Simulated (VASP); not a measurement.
The system is Pd.

```
Pd
1.0
     4.90084    0.00000    0.00000
     0.00000    4.90084    0.00000
     0.00000    0.00000    4.90084
Pd
8
Direct
  0.00000 0.00000 0.00000
  0.50000 0.50000 0.50000
  0.25000 0.00000 0.50000
  0.75000 0.00000 0.50000
  0.50000 0.25000 0.00000
  0.50000 0.75000 0.00000
  0.00000 0.50000 0.25000
  0.00000 0.50000 0.75000
```

| Item | Value |
| --- | --- |
| Program | VASP 6.6.1 |
| Task | relaxation of cell and atoms |
| Functional | revPBE |
| Potentials or basis | VASP PAW PBE potentials, release 64 (Pd) |
| Cutoff | 600 eV |
| k mesh | 5 × 5 × 5 |
| Occupations | fermi-dirac, width 0.1 eV |
| Spin | no spin polarisation |

At the start: pressure 16.3 GPa; volume 14.71 Å³/atom.

**Question.** How do energy, volume and symmetry change on relaxing?

**Answer.** Over 4 steps the energy falls by 63.0 meV/atom and the volume is 16.09 Å³/atom (+9.4 %); space group Pm-3n (No. 223, to 0.1 Å) before and after.

The path:
| step | energy change (eV) | largest force (eV/Å) | pressure (GPa) | volume (Å³) |
| --- | --- | --- | --- | --- |
| 1 | 0.0000 | 0.0000 | 16.27 | 117.71 |
| 2 | 0.2057 | 0.0000 | -12.11 | 145.05 |
| 3 | -0.5036 | 0.0000 | -0.33 | 128.97 |
| 4 | -0.5039 | 0.0000 | -0.06 | 128.72 |

Final structure:
```cif
data_structure
_symmetry_space_group_name_H-M 'P 1'
_symmetry_Int_Tables_number 1
_cell_length_a 5.0491
_cell_length_b 5.0491
_cell_length_c 5.0491
_cell_angle_alpha 90.000
_cell_angle_beta 90.000
_cell_angle_gamma 90.000
_cell_volume 128.72
loop_
_atom_site_label
_atom_site_type_symbol
_atom_site_fract_x
_atom_site_fract_y
_atom_site_fract_z
_atom_site_occupancy
Pd1 Pd 0.00000 0.00000 0.00000 1
Pd2 Pd 0.50000 0.50000 0.50000 1
Pd3 Pd 0.25000 0.00000 0.50000 1
Pd4 Pd 0.75000 0.00000 0.50000 1
Pd5 Pd 0.50000 0.25000 0.00000 1
Pd6 Pd 0.50000 0.75000 0.00000 1
Pd7 Pd 0.00000 0.50000 0.25000 1
Pd8 Pd 0.00000 0.50000 0.75000 1
```

Caveat: the PAW data sets were made with another functional, which shifts forces and pressure a little.
